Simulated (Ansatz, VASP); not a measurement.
# One calculation of B, two programs

The input INCAR:

```
ALGO = Normal
EDIFF = 1E-7
EDIFFG = -0.04
ENCUT = 500
GGA = PE
GGA_COMPAT = F
IBRION = 2
ISIF = 3
ISMEAR = 0
LASPH = T
LCHARG = F
LREAL = F
LWAVE = F
NELM = 120
NELMIN = 4
NSW = 90
PREC = Accurate
SIGMA = 0.1
```

Contents of KPOINTS:

```
k-points
0
Gamma
  9 9 8
```

File POSCAR:

```
B
1.0
    2.0622185300      0.0000000000      0.0000000000
   -1.0311092650      1.7859336352      0.0000000000
    0.0000000000      0.0000000000      1.9268854390
B
1
Direct
    0.0000000000      0.0000000000      0.0000000000
```

Input for Ansatz:

```yaml
crystal:
  lattice:
    - [2.06221853, 0.0, 0.0]
    - [-1.031109265, 1.7859336352, 0.0]
    - [0.0, 0.0, 1.926885439]
  atoms:
    - { symbol: B, position: [0.0, 0.0, 0.0] }
basis:
  ecutwfc: 420
kpoints:
  mp_grid: { grid: [9, 9, 8] }
hamiltonian:
  xc: pbe
scf:
  occupations: { method: gaussian, width: 0.1 }
  lower_state_search: "off"
output:
  forces: true
  stress: true
  eigenvalues: true
relax:
  adjacent_minimum: "off"
  f_tol: 0.04
  max_steps: 70
  cell: { stress_tol: 0.4 }
```

Alike in both runs: task relaxation of cell and atoms; functional PBE; k mesh 9 × 9 × 8; occupations gaussian, width 0.1 eV; no spin polarisation.

```csv
,VASP,Ansatz
version,VASP 6.6.1,Ansatz 0.2.0
potentials or method,"VASP PAW PBE potentials, release 64 (B), cutoff 500 eV","scalar-relativistic, plane waves, PAW"
valence electrons in the cell,3,3
```

VASP gave:

| Property | Result |
| --- | --- |
| gap on the k mesh at the Fermi level, each at its own relaxed structure (eV) | none |
| relaxed volume (Å³/atom) | 6.50 |
| relaxed cell length with the largest relative difference (Å) | 2.215 |

Which values does Ansatz return?

gap on the k mesh at the Fermi level, each at its own relaxed structure (eV): none; relaxed volume (Å³/atom): 6.49; relaxed cell length with the largest relative difference (Å): 2.215.

A gap of «none» marks a metal or a gap that the smearing closes.

The k mesh is coarse, so the values compare programs but aren't converged.
